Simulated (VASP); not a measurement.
Crystal: C.

```
C
1.0
     2.52210    0.00000    0.00000
    -1.26105    2.18420    0.00000
     0.00000    0.00000   12.35570
C
12
Cartesian
  1.2611 0.7281 4.3760
  0.0000 1.4561 10.5539
  1.2611 0.7281 1.8018
  0.0000 1.4561 7.9797
  1.2611 0.7281 5.9205
  0.0000 1.4561 12.0983
  1.2611 0.7281 0.2574
  0.0000 1.4561 6.4352
  0.0000 0.0000 10.0390
  0.0000 0.0000 3.8612
  0.0000 0.0000 8.4945
  0.0000 0.0000 2.3167
```

Base run:

| Item | Value |
| --- | --- |
| Program | VASP 6.6.1 |
| Functional | revPBE |
| Potentials or basis | VASP PAW PBE potentials, release 64 (C) |
| Cutoff | 520 eV |
| k mesh | 12 × 12 × 3 |
| Occupations | fermi-dirac, width 0.05 eV |
| Spin | no spin polarisation |

Its results: band gap on the k mesh 4.37 eV, indirect (least direct gap 5.30 eV); pressure 7.3 GPa; largest force 0.331 eV/Å.

**Question.** The run is repeated on the same cell with these changes: functional from revPBE to RPBE. What comes out?

**Answer.** Band gap on the k mesh 4.38 eV, indirect (least direct gap 5.30 eV); pressure 8.8 GPa; largest force 0.331 eV/Å.

Caveats: the PAW data sets were made with another functional, which shifts forces and pressure a little.

A k mesh can miss the band edges.
